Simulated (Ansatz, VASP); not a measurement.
## ZnO: VASP beside Ansatz

```xyz
4
Lattice="3.4784 0.0000 0.0000 -1.7392 3.0124 0.0000 0.0000 0.0000 4.6637" Properties=species:S:1:pos:R:3 pbc="T T T"
Zn    0.0000    2.0083    1.1659
Zn    1.7392    1.0041    3.4978
O     1.7392    1.0041    1.1659
O     0.0000    2.0083    3.4978
```

Alike in both runs: task single point; functional PBE; k mesh 9 × 9 × 4; no spin polarisation.

|  | VASP | Ansatz |
| --- | --- | --- |
| version | VASP 6.6.1 | Ansatz 0.2.0 |
| potentials or method | VASP PAW PBE potentials, release 64 (Zn, O) | plane waves, PAW |
| plane-wave cutoff (eV) | 520 | 420 |
| occupations | gaussian, width 0.01 eV | fixed |
| valence electrons in the cell | 36 | 36 |

```tsv
	VASP	Ansatz	Ansatz less VASP
gap on the k mesh at the Fermi level (eV)	0.86	0.88	+0.019
pressure (GPa)	-3.0	-3.8	-0.82
traceless stress, the component that is largest in VASP (GPa)	0.40	0.83	+0.433
```
